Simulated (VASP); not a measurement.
# HBr in VASP: further runs

Runs on HBr. Level: LDA. Tasks: relaxation of cell and atoms, single point.

All numbers are computed with VASP 6.6.1; they aren't measurements. Logs are shortened: lines on timing, memory, paths and dates and some standing lists are left out, and cuts for length are marked.

## Step 1: The cell of the first run

Symmetry: Fmmm, No. 69, orthorhombic system. The conventional cell has a = 5.555 Å, b = 5.640 Å, c = 6.063 Å, α = 90.00°, β = 90.00°, γ = 90.00°. H (site symmetry mmm) has 6 Br at 2.78 to 3.03 Å within 3.7 Å. Br (site symmetry mmm) has 6 H at 2.78 to 3.03 Å within 3.7 Å.

## Step 2: Relaxation of cell and atoms, LDA

Input file INCAR:

```
SYSTEM = HBr
PREC     = Accurate       ! precision mode
ENCUT    = 600            ! plane-wave cutoff, eV
EDIFF    = 1E-6           ! SCF threshold, eV
ISMEAR   = 0              ! smearing method
SIGMA    = 0.1            ! smearing width, eV
LREAL    = .FALSE.        ! projectors in reciprocal space
LASPH    = .TRUE.         ! aspherical terms in the spheres
NELM     = 80             ! most SCF steps
ALGO     = Normal         ! electronic algorithm
ISIF     = 3              ! what is computed and relaxed
LWAVE    = .FALSE.        ! write WAVECAR
LCHARG   = .FALSE.        ! write CHGCAR
IBRION   = 2              ! ionic algorithm
NSW      = 100            ! ionic steps
EDIFFG   = -0.05          ! ionic threshold
```

Input file KPOINTS:

```
Automatic mesh
0
G
  6 6 6
  0 0 0
```

Input file POSCAR:

```
HBr
1.0
    0.0000000000      2.8200000000      3.0315000000
    2.7775000000      0.0000000000      3.0315000000
    2.7775000000      2.8200000000      0.0000000000
H Br
1 1
Direct
    0.0000000000      0.0000000000      0.0000000000
    0.5000000000      0.5000000000      0.5000000000
```

Potentials or basis: VASP PAW LDA potentials, release 64 (H, Br).

Command:

```
> cat potpaw_LDA.64/H/POTCAR potpaw_LDA.64/Br/POTCAR > POTCAR
> mpirun -np 1 vasp_std > vasp.out
```

OUTCAR:

```text
SYSTEM = HBr
   PREC = Accurate
   ENCUT = 600
   EDIFF = 1E-6
   ISMEAR = 0
   LREAL = .FALSE.
   LASPH = .TRUE.
   NELM = 80
   ISIF = 3
   IBRION = 2
   NSW = 100
   EDIFFG = -0.05

 ion  position               nearest neighbor table
   1  0.000  0.000  0.000-
   2  0.500  0.500  0.500-

  LATTYP: Found a face centered orthorhombic cell.
 ALAT       =     5.5550000000
 B/A-ratio  =     1.0153015302
 C/A-ratio  =     1.0914491449

  Lattice vectors:

 A1 = (   0.0000000000,   2.8200000000,   3.0315000000)
 A2 = (   2.7775000000,   0.0000000000,   3.0315000000)
 A3 = (   2.7775000000,   2.8200000000,   0.0000000000)

Analysis of symmetry for initial positions (statically):
=====================================================================
 Subroutine PRICEL returns:
 Original cell was already a primitive cell.

 Routine SETGRP: Setting up the symmetry group for a
 face centered orthorhombic supercell.

 Subroutine GETGRP returns: Found  8 space group operations
 (whereof  8 operations were pure point group operations)
 out of a pool of  8 trial point group operations.

The static configuration has the point symmetry D_2h.

Analysis of symmetry for dynamics (positions and initial velocities):
=====================================================================
 Subroutine PRICEL returns:
 Original cell was already a primitive cell.

 Routine SETGRP: Setting up the symmetry group for a
 face centered orthorhombic supercell.

 Subroutine GETGRP returns: Found  8 space group operations
 (whereof  8 operations were pure point group operations)
 out of a pool of  8 trial point group operations.

The dynamic configuration has the point symmetry D_2h.

 Subroutine INISYM returns: Found  8 space group operations
 (whereof  8 operations are pure point group operations),
 and found     1 'primitive' translations

----------------------------------------------------------------------------------------

                                     Primitive cell

  volume of cell :      47.4888

  direct lattice vectors                    reciprocal lattice vectors
     0.000000000  2.820000000  3.031500000    -0.180018002  0.177304965  0.164934851
     2.777500000  0.000000000  3.031500000     0.180018002 -0.177304965  0.164934851
     2.777500000  2.820000000  0.000000000     0.180018002  0.177304965 -0.164934851

  length of vectors
     4.140337215  4.111508057  3.958144294     0.301740015  0.301740015  0.301740015

  position of ions in fractional coordinates (direct lattice)
     0.000000000  0.000000000  0.000000000
     0.500000000  0.500000000  0.500000000

  ion indices of the primitive-cell ions
   primitive index   ion index
                 1           1
                 2           2

----------------------------------------------------------------------------------------

 KPOINTS: Automatic mesh

Automatic generation of k-mesh.
 Grid dimensions read from file:
 generate k-points for:    6    6    6

 Generating k-lattice:

  Cartesian coordinates                     Fractional coordinates (reciprocal lattice)
    -0.030003000  0.029550827  0.027489142     0.166666667  0.000000000  0.000000000
     0.030003000 -0.029550827  0.027489142     0.000000000  0.166666667  0.000000000
     0.030003000  0.029550827 -0.027489142    -0.000000000 -0.000000000  0.166666667

  Length of vectors
     0.050290002  0.050290002  0.050290002

  Shift w.r.t. Gamma in fractional coordinates (k-lattice)
     0.000000000  0.000000000  0.000000000

 Subroutine IBZKPT returns following result:
 ===========================================

 Found     46 irreducible k-points:

 Following reciprocal coordinates:
            Coordinates               Weight
  0.000000  0.000000  0.000000      1.000000
  0.166667 -0.000000 -0.000000      8.000000
  0.333333  0.000000  0.000000      8.000000
  0.500000  0.000000  0.000000      4.000000
  0.166667  0.166667  0.000000      2.000000
  0.333333  0.166667  0.000000      8.000000
[... 16 lines left out ...]
 -0.166667  0.166667  0.166667      8.000000
  0.500000  0.333333  0.166667      4.000000
 [... further k-points ...]
   k-points           NKPTS =     46   k-points in BZ     NKDIM =     46   number of bands    NBANDS=      8
   number of dos      NEDOS =    301   number of ions     NIONS =      2
   total plane-waves  NPLWV =  41472
   dimension x,y,z NGX =    36 NGY =   36 NGZ =   32
   dimension x,y,z NGXF=    72 NGYF=   72 NGZF=   64
   ions per type =               1   1
   NGX,Y,Z   is equivalent  to a cutoff of  14.45, 14.56, 13.44 a.u.
   NGXF,Y,Z  is equivalent  to a cutoff of  28.91, 29.11, 26.88 a.u.
 SYSTEM =  HBr
   PREC   = accura    normal or accurate (medium, high low for compatibility)
   ISTART =      0    job   : 0-new  1-cont  2-samecut
   ICHARG =      2    charge: 1-file 2-atom 10-const
   ISPIN  =      1    spin polarized calculation?
   LNONCOLLINEAR =      F non collinear calculations
   LSORBIT =      F    spin-orbit coupling
   LASPH  =      T    aspherical Exc in radial PAW
   ENCUT  =  600.0 eV  44.10 Ry    6.64 a.u.   8.27  8.21  7.91*2*pi/ulx,y,z
   NELM   =     80;   NELMIN=  2; NELMDL= -5     # of ELM steps
   EDIFF  = 0.1E-05   stopping-criterion for ELM
   LREAL  =      F    real-space projection
   EDIFFG = -.5E-01   stopping-criterion for IOM
   NSW    =    100    number of steps for IOM
   IBRION =      2    ionic relax: 0-MD 1-quasi-New 2-CG
   NFREE  =      1    steps in history (QN), initial steepest desc. (CG)
   ISIF   =      3    stress and relaxation
   ISYM   =      2    0-nonsym 1-usesym 2-fastsym
   POTIM  = 0.5000    time-step for ionic-motion
   TEBEG  =    0.0;   TEEND  =   0.0 temperature during run
   PSTRESS=    0.0 pullay stress
   NELECT =       8.0000    total number of electrons
   NUPDOWN=      -1.0000    fix difference up-down
   EMIN   =  10.00;   EMAX   =-10.00  energy-range for DOS
   EFERMI =   0.00;   METHOD = LEGACY
   ISMEAR =     0;   SIGMA  =   0.10  broadening in eV -4-tet -1-fermi 0-gaus
   EFERMI_NEDOS =   21; number of points for ismear=-14 and -15
   IALGO  =     38    algorithm
   IMIX   =      4    mixing-type and parameters
     AMIX     =   0.40;   BMIX     =  1.00
     AMIX_MAG =   1.60;   BMIX_MAG =  1.00
  volume/ion in A,a.u.               =      23.74       160.23
  Fermi-wavevector in a.u.,A,eV,Ry     =   0.904152  1.708599 11.122628  0.817490
  Thomas-Fermi vector in A             =   2.027564
   LORBIT       =      0    0 simple, 1 ext, 2 COOP (PROOUT), +10 PAW based schemes
   GGA     = CA    functional components
   LHFCALC =     F    Hartree Fock is set to
   AEXX    =    0.0000 exact exchange contribution
   IVDW    =     0    specifies the selected vdW correction
   LEPSILON=     F    determine dielectric tensor
   LRPA    =     F    only Hartree local field effects (RPA)
 conjugate gradient relaxation of ions
 non-spin polarized calculation
 Gauss-broadening in eV      SIGMA  =   0.10
  energy-cutoff  :      600.00
  volume of cell :       47.49
 maximum number of plane-waves:      1612
 NGX is ok and might be reduce to    36
   NGX = 17   NGY = 17   NGZ = 15

--------------------------------------- Ionic step        1  -------------------------------------------

 number of electron       8.0000000 magnetization

 Free energy of the ion-electron system (eV)
  ---------------------------------------------------
  ext. energy  EPLUGINS =         0.00000000
  ---------------------------------------------------
  free energy    TOTEN  =        -3.28566819 eV

  energy without entropy =       -3.28161505  energy(sigma->0) =       -3.28364162

------------------------ aborting loop because EDIFF is reached ----------------------------------------

  FORCE on cell =-STRESS in cart. coord.  units (eV):
  Direction    XX          YY          ZZ          XY          YZ          ZX
  --------------------------------------------------------------------------------------
  -------------------------------------------------------------------------------------
  Total       -3.3899132     -3.0371018     -1.8450765      0.0000000      0.0000000      0.0000000
  in kB     -114.3690256   -102.4658584    -62.2492625      0.0000000      0.0000000      0.0000000
  external PRESSURE =     -93.0280488 kB  Pullay stress =       0.0000000 kB

 VOLUME and BASIS-vectors are now :
 -----------------------------------------------------------------------------
  energy-cutoff  :      600.00
  volume of cell :       47.49
      direct lattice vectors                 reciprocal lattice vectors
     0.000000000  2.820000000  3.031500000    -0.180018002  0.177304965  0.164934851
     2.777500000  0.000000000  3.031500000     0.180018002 -0.177304965  0.164934851
     2.777500000  2.820000000  0.000000000     0.180018002  0.177304965 -0.164934851
[... 892 lines left out ...]
 k-point    24 :       0.5000    0.3333    0.1667
  band No.  band energies     occupation
      1     -13.7713      2.00000
      2      -1.8025      2.00000
      3      -0.5664      2.00000
      4      -0.2622      2.00000
      5       3.8331      0.00000
      6      10.8397      0.00000
      7      12.8984      0.00000
      8      13.4171      0.00000

 [... further k-points ...]

[... ionic steps 4 to 44 ...]

--------------------------------------- Ionic step       45  -------------------------------------------

 number of electron       8.0000000 magnetization

------------------------ aborting loop because EDIFF is reached ----------------------------------------

  FORCE on cell =-STRESS in cart. coord.  units (eV):
  Direction    XX          YY          ZZ          XY          YZ          ZX
  --------------------------------------------------------------------------------------
  -------------------------------------------------------------------------------------
  Total       -0.0205364     -0.0518357     -0.1266637      0.0000000      0.0000000      0.0000000
  in kB       -0.7965490     -2.0105572     -4.9129203      0.0000000      0.0000000      0.0000000
  external PRESSURE =      -2.5733422 kB  Pullay stress =       0.0000000 kB

 VOLUME and BASIS-vectors are now :
 -----------------------------------------------------------------------------
  energy-cutoff  :      600.00
  volume of cell :       41.31
      direct lattice vectors                 reciprocal lattice vectors
     0.000000000  3.472688702  3.559810722    -0.299274510  0.143980657  0.140456906
     1.670706939 -0.000000000  3.559810722     0.299274510 -0.143980657  0.140456906
     1.670706939  3.472688702  0.000000000     0.299274510  0.143980657 -0.140456906
[... 37 lines left out ...]
 POSITION                                       TOTAL-FORCE (eV/Angst)
 -----------------------------------------------------------------------------------
      0.00000      0.00000      0.00000        -0.000000      0.000000      0.000000
      1.67069      3.46821      3.54669         0.000000     -0.000000      0.000000
 -----------------------------------------------------------------------------------
    total drift:                                0.000000      0.000000      0.000000

  FREE ENERGIE OF THE ION-ELECTRON SYSTEM (eV)
  ---------------------------------------------------
  free  energy   TOTEN  =        -5.4652444296 eV

  energy  without entropy=       -5.4652444296  energy(sigma->0) =       -5.46524443

--------------------------------------- Ionic step       47  -------------------------------------------

 number of electron       8.0000000 magnetization

 Free energy of the ion-electron system (eV)
  ---------------------------------------------------
  ext. energy  EPLUGINS =         0.00000000
  ---------------------------------------------------
  free energy    TOTEN  =        -5.46612265 eV

  energy without entropy =       -5.46612265  energy(sigma->0) =       -5.46612265

 E-fermi :  -0.7920     XC(G=0):  -8.1267

 val. band max:       -1.2565322123   @ k =   0.5000   0.5000   0.0000
 cond. band min:      -0.3908896142   @ k =   0.0000   0.5000   0.5000
 fundamental gap:      0.8656425982
 Fermi energy:        -0.7920138696

 k-point     1 :       0.0000    0.0000    0.0000
  band No.  band energies     occupation
      1     -16.0853      2.00000
      2      -1.8680      2.00000
      3      -1.5987      2.00000
      4      -1.4785      2.00000
      5       0.2289      0.00000
      6       4.4158      0.00000
      7       8.1839      0.00000
      8      13.6263      0.00000
[... 275 lines left out ...]
 POSITION                                       TOTAL-FORCE (eV/Angst)
 -----------------------------------------------------------------------------------
      0.00000      0.00000      0.00000         0.000000      0.000000     -0.000000
      1.67065      3.45925      3.52044        -0.000000     -0.000000      0.000000
 -----------------------------------------------------------------------------------
    total drift:                                0.000000      0.000000      0.000000

  FREE ENERGIE OF THE ION-ELECTRON SYSTEM (eV)
  ---------------------------------------------------
  free  energy   TOTEN  =        -5.4661226531 eV

  energy  without entropy=       -5.4661226531  energy(sigma->0) =       -5.46612265

 reached required accuracy - stopping structural energy minimisation
```

It took 5.3 min on 1 thread of AMD EPYC 9R45 (Zen 5), shared host; peak memory 0.17 GiB.

Results:

| Quantity | Value |
| --- | --- |
| Free energy | -5.4661 eV |
| Relaxed volume | 20.35 Å³/atom |
| Relaxed cell | a = 4.936 Å, b = 3.897 Å, c = 3.842 Å, α = 79.25°, β = 50.87°, γ = 49.88° |
| Space group after relaxing (to 0.1 Å) | I4/mmm (No. 139) |
| Energy gained by relaxing | 1090.2 meV/atom |
| Ionic steps | 47 |
| Pressure after relaxing | -0.2 GPa |
| Band gap on the k mesh | 0.87 eV (least direct gap 1.21 eV) |

Step by step:
| step | energy change (eV) | largest force (eV/Å) | pressure (GPa) | volume (Å³) |
| --- | --- | --- | --- | --- |
| 1 | 0.0000 | 0.0000 | -9.30 | 47.49 |
| 3 | -0.3572 | 0.0000 | 45.36 | 18.57 |
| 5 | -1.1327 | 0.0000 | 4.13 | 24.84 |
| 7 | -1.1408 | 0.0000 | 1.15 | 25.97 |
| 9 | -1.2350 | 0.0000 | 4.73 | 25.55 |
| 11 | -1.2935 | 0.0000 | 4.04 | 26.77 |
| 13 | -1.8842 | 0.0000 | -2.56 | 39.78 |
| 15 | -2.0335 | 0.0000 | -0.80 | 52.64 |
| 17 | -2.0480 | 0.0000 | 0.38 | 53.14 |
| 19 | -2.0489 | 0.0000 | 0.76 | 53.28 |
| 21 | -2.0602 | 0.0000 | 1.04 | 54.98 |
| 23 | -2.0781 | 0.0000 | -0.53 | 57.74 |
| 25 | -2.0923 | 0.0000 | -0.09 | 57.15 |
| 27 | -2.0998 | 0.0000 | -0.92 | 56.62 |
| 29 | -2.1143 | 0.0000 | -0.94 | 54.03 |
| 31 | -2.1302 | 0.0000 | 0.68 | 41.11 |
| 33 | -2.1604 | 0.0000 | -0.49 | 44.56 |
| 35 | -2.1604 | 0.0000 | -0.58 | 45.05 |
| 37 | -2.1657 | 0.0000 | 0.47 | 43.25 |
| 39 | -2.1684 | 0.0000 | 0.50 | 42.84 |
| 41 | -2.1756 | 0.0000 | 0.60 | 40.96 |
| 43 | -2.1789 | 0.0000 | -0.25 | 41.37 |
| 45 | -2.1791 | 0.0000 | -0.26 | 41.31 |
| 47 | -2.1805 | 0.0000 | -0.17 | 40.69 |

Final structure:
```yaml
crystal:
  lattice:
    - [0.00000, 3.45925, 3.52044]
    - [1.67065, 0.00000, 3.52044]
    - [1.67065, 3.45925, 0.00000]
  atoms:
    - { symbol: H, position: [0.00000, 0.00000, 0.00000] }
    - { symbol: Br, position: [0.50000, 0.50000, 0.50000] }
```

Levels at points of the mesh, in eV from the valence-band top:
| k point | band 1 | band 2 | band 3 | band 4 | band 5 | band 6 | band 7 | band 8 |
| --- | --- | --- | --- | --- | --- | --- | --- | --- |
| (0.00, 0.00, 0.00) | -14.83 | -0.61 | -0.34 | -0.22 | 1.49 | 5.67 | 9.44 | 14.88 |
| (0.50, 0.00, 0.00) | -13.28 | -7.51 | -0.67 | -0.51 | 6.63 | 7.85 | 11.92 | 12.82 |
| (0.50, 0.50, 0.00) | -14.56 | -2.70 | -0.82 | 0.00 | 1.21 | 8.85 | 10.58 | 13.00 |
| (0.50, 0.00, 0.50) | -14.53 | -2.75 | -0.85 | -0.08 | 1.17 | 8.80 | 10.64 | 12.67 |
| (0.00, 0.50, 0.50) | -14.29 | -2.18 | -2.07 | -1.08 | 0.87 | 6.45 | 14.06 | 14.29 |

Caveat: a cell axis changed by over 15 % at a fixed basis, so the end point is rough.

(Part 1 of 2 ends here.)
